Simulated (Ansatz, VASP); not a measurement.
Si2C3: VASP beside Ansatz

```xyz
5
Lattice="2.8112 0.0000 0.0000 -1.4056 2.4345 0.0000 0.0000 0.0000 8.9267" Properties=species:S:1:pos:R:3 pbc="T T T"
Si    0.0000    0.0000    7.5488
Si    0.0000    0.0000    1.3779
C     0.0000    0.0000    3.1869
C     0.0000    0.0000    4.4634
C     0.0000    0.0000    5.7398
```

Alike in both runs: functional PBE; k mesh 6 × 6 × 2; occupations gaussian, width 0.1 eV; no spin polarisation.

Ansatz relaxed the structure, and its values are those at the end. VASP's run is a single point on that final structure, the one shown.

|  | VASP | Ansatz |
| --- | --- | --- |
| version | VASP 6.6.1 | Ansatz 0.2.0 |
| potentials or method | VASP PAW PBE potentials, release 64 (Si, C), cutoff 520 eV | scalar-relativistic, plane waves, PAW |
| valence electrons in the cell | 20 | 20 |

|  | VASP | Ansatz | Ansatz less VASP |
| --- | --- | --- | --- |
| gap on the k mesh at the Fermi level (eV) | none | none | - |
| pressure (GPa) | 0.0 | 0.1 | +0.05 |
| rms of the force components (eV/Å) | 0.018 | 0.000 | -0.0174 |

A gap of «none» marks a metal or a gap that the smearing closes.

The k mesh is coarse, so the values compare programs but aren't converged.
